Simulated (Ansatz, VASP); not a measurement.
**One calculation of Ti, two programs**

```xyz
1
Lattice="-1.5548 1.5548 1.5548 1.5548 -1.5548 1.5548 1.5548 1.5548 -1.5548" Properties=species:S:1:pos:R:3 pbc="T T T"
Ti    0.0000    0.0000    0.0000
```

Alike in both runs: functional r2SCAN; k mesh 15 × 15 × 15; no spin polarisation.

Ansatz relaxed the structure, and its values are those at the end. VASP's run is a single point on that final structure, the one shown.

|  | VASP | Ansatz |
| --- | --- | --- |
| version | VASP 6.6.1 | Ansatz 0.2.0 |
| potentials or method | VASP PAW PBE potentials, release 64 (Ti_sv), cutoff 520 eV | PAW plane waves |
| occupations | fermi-dirac, width 0.1 eV | fermi-dirac |
| valence electrons in the cell | 12 | 12 |

|  | VASP | Ansatz | Ansatz less VASP |
| --- | --- | --- | --- |
| pressure (GPa) | 19.5 | 18.9 | -0.63 |

VASP's potentials were made for PBE, not for r2SCAN. Ansatz's warnings: stress scf threshold loose.
